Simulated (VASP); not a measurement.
# Ga3BSb2 (P3m1) in VASP: a series of runs

Runs on Ga3BSb2. Level: PBE. Tasks: single point, relaxation of cell and atoms.

Everything below comes from runs of VASP 6.6.1. Logs are shortened: lines on timing, memory, paths and dates and some standing lists are left out, and cuts for length are marked.

## Step 1: The cell of the first run

It takes space group P3m1 (No. 156, trigonal). The conventional cell has a = 3.860 Å, b = 3.860 Å, c = 11.034 Å, α = 90.00°, β = 90.00°, γ = 120.00°. Ga (site symmetry 3m) has 4 Sb at 2.65 to 2.67 Å within 3.5 Å. Ga (site symmetry 3m) has 3 B at 2.25 Å and 1 Sb at 2.96 Å within 3.0 Å. Within 2.8 Å of Ga (site symmetry 3m) lie 1 B at 2.07 Å and 3 Sb at 2.72 Å. B (site symmetry 3m) has 4 Ga at 2.07 to 2.25 Å within 2.7 Å. Sb (site symmetry 3m) has 4 Ga at 2.67 to 2.72 Å within 3.5 Å. Sb (site symmetry 3m) has 4 Ga at 2.65 to 2.96 Å within 3.5 Å.

The cell was generated, and may not be a known phase.

## Step 2: Single point, PBE

Input file INCAR:

```
SYSTEM = Ga3BSb2
  ALGO = Normal
  EDIFF = 1E-6
  ENCUT = 520
  GGA = PE
  ISIF = 2
  ISMEAR = 0
  LASPH = .True.
  LCHARG = .False.
  LREAL = .False.
  LWAVE = .False.
  NBANDS = 35
  NELM = 60
  PREC = Accurate
  SIGMA = 0.1
```

Input file KPOINTS:

```
k-points
0
Gamma
  12 12 4
  0 0 0
```

Input file POSCAR:

```
Ga3BSb2
1.0
    3.8596562098      0.0000000000      0.0000000000
   -1.9298281049      3.3425603275      0.0000000000
    0.0000000000      0.0000000000     11.0343388446
Ga B Sb
3 1 2
Direct
    0.0000000000      0.0000000000      0.2360992692
    0.6666666667      0.3333333333      0.6348391841
    0.3333333333      0.6666666667      0.8532049990
    0.3333333333      0.6666666667      0.6654511459
    0.0000000000      0.0000000000      0.9941599144
    0.6666666667      0.3333333333      0.3662454575
```

Potentials or basis: VASP PAW PBE potentials, release 64 (Ga_d, B, Sb).

Launch:

```console
> cat potpaw_PBE.64/Ga_d/POTCAR potpaw_PBE.64/B/POTCAR potpaw_PBE.64/Sb/POTCAR > POTCAR
> mpirun -np 1 vasp_std > vasp.out
```

OUTCAR:

```text
SYSTEM = Ga3BSb2
   EDIFF = 1E-6
   ENCUT = 520
   GGA = PE
   ISIF = 2
   ISMEAR = 0
   LASPH = .True.
   LREAL = .False.
   NELM = 60
   PREC = Accurate

 ion  position               nearest neighbor table
   1  0.000  0.000  0.236-   6 2.65   6 2.65   6 2.65   5 2.67
   2  0.667  0.333  0.635-   4 2.25   4 2.25   4 2.25   6 2.96
   3  0.333  0.667  0.853-   4 2.07   5 2.72   5 2.72   5 2.72
   4  0.333  0.667  0.665-   3 2.07   2 2.25   2 2.25   2 2.25
   5  0.000  0.000  0.994-   1 2.67   3 2.72   3 2.72   3 2.72
   6  0.667  0.333  0.366-   1 2.65   1 2.65   1 2.65   2 2.96

  LATTYP: Found a hexagonal cell.
 ALAT       =     3.8596562098
 C/A-ratio  =     2.8588916330

  Lattice vectors:

 A1 = (   3.8596562098,   0.0000000000,   0.0000000000)
 A2 = (  -1.9298281049,   3.3425603275,   0.0000000000)
 A3 = (   0.0000000000,   0.0000000000,  11.0343388446)

Analysis of symmetry for initial positions (statically):
=====================================================================
 Subroutine PRICEL returns:
 Original cell was already a primitive cell.

 Routine SETGRP: Setting up the symmetry group for a
 hexagonal supercell.

 Subroutine GETGRP returns: Found  6 space group operations
 (whereof  6 operations were pure point group operations)
 out of a pool of 24 trial point group operations.

The static configuration has the point symmetry C_3v.

Analysis of symmetry for dynamics (positions and initial velocities):
=====================================================================
 Subroutine PRICEL returns:
 Original cell was already a primitive cell.

 Routine SETGRP: Setting up the symmetry group for a
 hexagonal supercell.

 Subroutine GETGRP returns: Found  6 space group operations
 (whereof  6 operations were pure point group operations)
 out of a pool of 24 trial point group operations.

The dynamic configuration has the point symmetry C_3v.

 Subroutine INISYM returns: Found  6 space group operations
 (whereof  6 operations are pure point group operations),
 and found     1 'primitive' translations

----------------------------------------------------------------------------------------

                                     Primitive cell

  volume of cell :     142.3555

  direct lattice vectors                    reciprocal lattice vectors
     3.859656210  0.000000000  0.000000000     0.259090433  0.149585931  0.000000000
    -1.929828105  3.342560328  0.000000000     0.000000000  0.299171863  0.000000000
     0.000000000  0.000000000 11.034338845     0.000000000  0.000000000  0.090626182

  length of vectors
     3.859656210  3.859656210 11.034338845     0.299171863  0.299171863  0.090626182

  position of ions in fractional coordinates (direct lattice)
     0.000000000  0.000000000  0.236099269
     0.666666667  0.333333333  0.634839184
     0.333333333  0.666666667  0.853204999
     0.333333333  0.666666667  0.665451146
     0.000000000  0.000000000  0.994159914
     0.666666667  0.333333333  0.366245457

  ion indices of the primitive-cell ions
   primitive index   ion index
                 1           1
                 2           2
                 3           3
                 4           4
                 5           5
                 6           6

----------------------------------------------------------------------------------------

 KPOINTS: k-points

Automatic generation of k-mesh.
 Grid dimensions read from file:
 generate k-points for:   12   12    4

 Generating k-lattice:

  Cartesian coordinates                     Fractional coordinates (reciprocal lattice)
     0.021590869  0.012465494  0.000000000     0.083333333  0.000000000  0.000000000
     0.000000000  0.024930989  0.000000000     0.000000000  0.083333333  0.000000000
     0.000000000  0.000000000  0.022656545     0.000000000  0.000000000  0.250000000

  Length of vectors
     0.024930989  0.024930989  0.022656545

  Shift w.r.t. Gamma in fractional coordinates (k-lattice)
     0.000000000  0.000000000  0.000000000

 Subroutine IBZKPT returns following result:
 ===========================================

 Found     69 irreducible k-points:

 Following reciprocal coordinates:
            Coordinates               Weight
  0.000000  0.000000  0.000000      1.000000
  0.083333 -0.000000  0.000000      6.000000
  0.166667 -0.000000  0.000000      6.000000
  0.250000 -0.000000  0.000000      6.000000
  0.333333  0.000000  0.000000      6.000000
  0.416667  0.000000  0.000000      6.000000
[... 16 lines left out ...]
  0.166667 -0.000000  0.250000      6.000000
  0.000000  0.166667  0.250000      6.000000
 [... further k-points ...]
   k-points           NKPTS =     69   k-points in BZ     NKDIM =     69   number of bands    NBANDS=     35
   number of dos      NEDOS =    301   number of ions     NIONS =      6
   total plane-waves  NPLWV =  75600
   dimension x,y,z NGX =    30 NGY =   30 NGZ =   84
   dimension x,y,z NGXF=    60 NGYF=   60 NGZF=  168
   ions per type =               3   1   2
   NGX,Y,Z   is equivalent  to a cutoff of  12.92, 12.92, 12.66 a.u.
   NGXF,Y,Z  is equivalent  to a cutoff of  25.84, 25.84, 25.31 a.u.
 SYSTEM =  Ga3BSb2
   PREC   = accura    normal or accurate (medium, high low for compatibility)
   ISTART =      0    job   : 0-new  1-cont  2-samecut
   ICHARG =      2    charge: 1-file 2-atom 10-const
   ISPIN  =      1    spin polarized calculation?
   LNONCOLLINEAR =      F non collinear calculations
   LSORBIT =      F    spin-orbit coupling
   LASPH  =      T    aspherical Exc in radial PAW
   ENCUT  =  520.0 eV  38.22 Ry    6.18 a.u.   7.18  7.18 20.52*2*pi/ulx,y,z
   NELM   =     60;   NELMIN=  2; NELMDL= -5     # of ELM steps
   EDIFF  = 0.1E-05   stopping-criterion for ELM
   LREAL  =      F    real-space projection
   EDIFFG = 0.1E-04   stopping-criterion for IOM
   NSW    =      0    number of steps for IOM
   IBRION =     -1    ionic relax: 0-MD 1-quasi-New 2-CG
   NFREE  =      0    steps in history (QN), initial steepest desc. (CG)
   ISIF   =      2    stress and relaxation
   ISYM   =      2    0-nonsym 1-usesym 2-fastsym
   POTIM  = 0.5000    time-step for ionic-motion
   TEBEG  =    0.0;   TEEND  =   0.0 temperature during run
   PSTRESS=    0.0 pullay stress
   NELECT =      52.0000    total number of electrons
   NUPDOWN=      -1.0000    fix difference up-down
   EMIN   =  10.00;   EMAX   =-10.00  energy-range for DOS
   EFERMI =   0.00;   METHOD = LEGACY
   ISMEAR =     0;   SIGMA  =   0.10  broadening in eV -4-tet -1-fermi 0-gaus
   EFERMI_NEDOS =   21; number of points for ismear=-14 and -15
   IALGO  =     38    algorithm
   IMIX   =      4    mixing-type and parameters
     AMIX     =   0.40;   BMIX     =  1.00
     AMIX_MAG =   1.60;   BMIX_MAG =  1.00
  volume/ion in A,a.u.               =      23.73       160.11
  Fermi-wavevector in a.u.,A,eV,Ry     =   1.170266  2.211482 18.633482  1.369522
  Thomas-Fermi vector in A             =   2.306727
   LORBIT       =      0    0 simple, 1 ext, 2 COOP (PROOUT), +10 PAW based schemes
   GGA     = PE    functional components
   LHFCALC =     F    Hartree Fock is set to
   AEXX    =    0.0000 exact exchange contribution
   IVDW    =     0    specifies the selected vdW correction
   LEPSILON=     F    determine dielectric tensor
   LRPA    =     F    only Hartree local field effects (RPA)
 non-spin polarized calculation
 Gauss-broadening in eV      SIGMA  =   0.10
  energy-cutoff  :      520.00
  volume of cell :      142.36
 maximum number of plane-waves:      3870
 NGX is ok and might be reduce to    30
   NGX = 15   NGY = 15   NGZ = 41

 number of electron      52.0000003 magnetization

 Free energy of the ion-electron system (eV)
  ---------------------------------------------------
  ext. energy  EPLUGINS =         0.00000000
  ---------------------------------------------------
  free energy    TOTEN  =       -21.75631291 eV

  energy without entropy =      -21.74416237  energy(sigma->0) =      -21.75023764

 E-fermi :   4.4852     XC(G=0):  -9.5697

 val. band max:        4.4639366901   @ k =   0.1667  -0.0000   0.0000
 cond. band min:       4.4918172740   @ k =   0.2500  -0.0000   0.5000
 fundamental gap:      0.0278805840
 Fermi energy:         4.4851529889

 k-point     1 :       0.0000    0.0000    0.0000
  band No.  band energies     occupation
      1     -10.3411      2.00000
      2     -10.3314      2.00000
      3     -10.3314      2.00000
      4     -10.2897      2.00000
      5     -10.2897      2.00000
      6     -10.1038      2.00000
[... 27 lines left out ...]
     34       9.9091      0.00000
     35       9.9091      0.00000

 k-point     2 :       0.0833   -0.0000    0.0000
  band No.  band energies     occupation
      1     -10.3415      2.00000
      2     -10.3333      2.00000
      3     -10.3303      2.00000
      4     -10.2907      2.00000
      5     -10.2891      2.00000
      6     -10.1057      2.00000
[... 27 lines left out ...]
     34       9.9334      0.00000
     35      10.0962      0.00000

 k-point     3 :       0.1667   -0.0000    0.0000
  band No.  band energies     occupation
      1     -10.3478      2.00000
      2     -10.3332      2.00000
      3     -10.3275      2.00000
      4     -10.2932      2.00000
      5     -10.2872      2.00000
      6     -10.1111      2.00000
[... 27 lines left out ...]
     34      10.4448      0.00000
     35      10.5024      0.00000
[... 723 lines left out ...]
 k-point    23 :       0.1667   -0.0000    0.2500
  band No.  band energies     occupation
      1     -10.3478      2.00000
      2     -10.3332      2.00000
      3     -10.3275      2.00000
      4     -10.2932      2.00000
      5     -10.2872      2.00000
      6     -10.1111      2.00000
[... 27 lines left out ...]
     34      10.5387      0.00000
     35      10.7371      0.00000

 k-point    24 :       0.0000    0.1667    0.2500
  band No.  band energies     occupation
      1     -10.3479      2.00000
      2     -10.3332      2.00000
      3     -10.3275      2.00000
      4     -10.2932      2.00000
      5     -10.2872      2.00000
      6     -10.1111      2.00000
[... 27 lines left out ...]
     34      10.3243      0.00000
     35      10.4883      0.00000

 [... further k-points ...]

------------------------ aborting loop because EDIFF is reached ----------------------------------------

  FORCE on cell =-STRESS in cart. coord.  units (eV):
  Direction    XX          YY          ZZ          XY          YZ          ZX
  --------------------------------------------------------------------------------------
  -------------------------------------------------------------------------------------
  Total        0.0610534      0.0610534      0.0613046      0.0000000      0.0000000      0.0000000
  in kB        0.6871412      0.6871412      0.6899690      0.0000000      0.0000000      0.0000000
  external PRESSURE =       0.6880838 kB  Pullay stress =       0.0000000 kB

 VOLUME and BASIS-vectors are now :
 -----------------------------------------------------------------------------
  energy-cutoff  :      520.00
  volume of cell :      142.36
      direct lattice vectors                 reciprocal lattice vectors
     3.859656210  0.000000000  0.000000000     0.259090433  0.149585931  0.000000000
    -1.929828105  3.342560328  0.000000000     0.000000000  0.299171863  0.000000000
     0.000000000  0.000000000 11.034338845     0.000000000  0.000000000  0.090626182

 POSITION                                       TOTAL-FORCE (eV/Angst)
 -----------------------------------------------------------------------------------
      0.00000      0.00000      2.60520        -0.000000      0.000000     -0.002559
      1.92983      1.11419      7.00503         0.000000     -0.000000     -0.004120
     -0.00000      2.22837      9.41455        -0.000000     -0.000000     -0.015082
     -0.00000      2.22837      7.34281        -0.000000     -0.000000      0.007173
      0.00000      0.00000     10.96990        -0.000000     -0.000000     -0.002703
      1.92983      1.11419      4.04128        -0.000000      0.000000      0.017291
 -----------------------------------------------------------------------------------
    total drift:                               -0.000002      0.000001      0.000515

  FREE ENERGIE OF THE ION-ELECTRON SYSTEM (eV)
  ---------------------------------------------------
  free  energy   TOTEN  =       -21.7563129131 eV

  energy  without entropy=      -21.7441623655  energy(sigma->0) =      -21.75023764
```

Wall time 9.8 min (1 thread of Intel Xeon 8259CL, shared host); peak memory 0.46 GiB.

What came out:

* Free energy: -21.7563 eV
* Pressure: 0.1 GPa
* Largest force: 0.017 eV/Å
* Band gap on the k mesh: zero (bands 26 and 27 overlap by 2.95 eV)

Forces in eV/Å, atoms in the order of the input:
```
Ga   0.000  0.000 -0.003
Ga   0.000  0.000 -0.004
Ga   0.000  0.000 -0.015
B    0.000  0.000  0.007
Sb   0.000  0.000 -0.003
Sb   0.000  0.000  0.017
```

Levels at points of the mesh, in eV from the Fermi level:
```
           k point  band 23  band 24  band 25  band 26  band 27  band 28  band 29  band 30
(0.00, 0.00, 0.00)     0.79     1.12     1.12     1.27     1.84     1.84     3.43     4.02
(0.50, 0.00, 0.00)    -1.99    -1.64    -1.10    -0.39     0.08     0.61     2.39     2.54
(0.00, 0.00, 0.50)     0.72     1.36     1.36     1.63     1.63     3.13     3.43     3.88
(0.50, 0.00, 0.50)    -2.34    -0.95    -0.73    -0.61     0.33     0.80     1.84     2.64
```

Caveat: spin-orbit coupling is left out, which moves the levels of the heavy elements.

(Part 1 of 2 ends here.)

The gap in the log of VASP goes by the Fermi energy; the results here count the filled bands.